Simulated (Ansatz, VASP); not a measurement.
Ru in VASP and in Ansatz

```xyz
2
Lattice="2.7059 0.0000 0.0000 -1.3530 2.3434 0.0000 0.0000 0.0000 4.2579" Properties=species:S:1:pos:R:3 pbc="T T T"
Ru    0.0000    1.5623    1.0645
Ru    1.3530    0.7811    3.1934
```

Alike in both runs: task single point; functional r2SCAN; k mesh 13 × 13 × 8; occupations methfessel-paxton of order 1, width 0.01 eV; no spin polarisation.

|  | VASP | Ansatz |
| --- | --- | --- |
| version | VASP 6.6.1 | Ansatz 0.2.0 |
| potentials or method | VASP PAW PBE potentials, release 64 (Ru_pv), cutoff 520 eV | plane waves (500 eV) with PAW, scalar-relativistic |
| valence electrons in the cell | 28 | 32 |

Ansatz gave:

```
pressure (GPa)                                                : -0.2
traceless stress, the component that is largest in VASP (GPa) : -0.29
```

Which values does VASP return?

Pressure (GPa): 1.3; traceless stress, the component that is largest in VASP (GPa): -0.18.

VASP's potentials were made for PBE, not for r2SCAN. The functional is the same, so the differences come from potentials, cutoffs and numerics. VASP's potentials hold 28 valence electrons a cell and Ansatz's 32, so a difference there can come from the potentials and not from the codes.
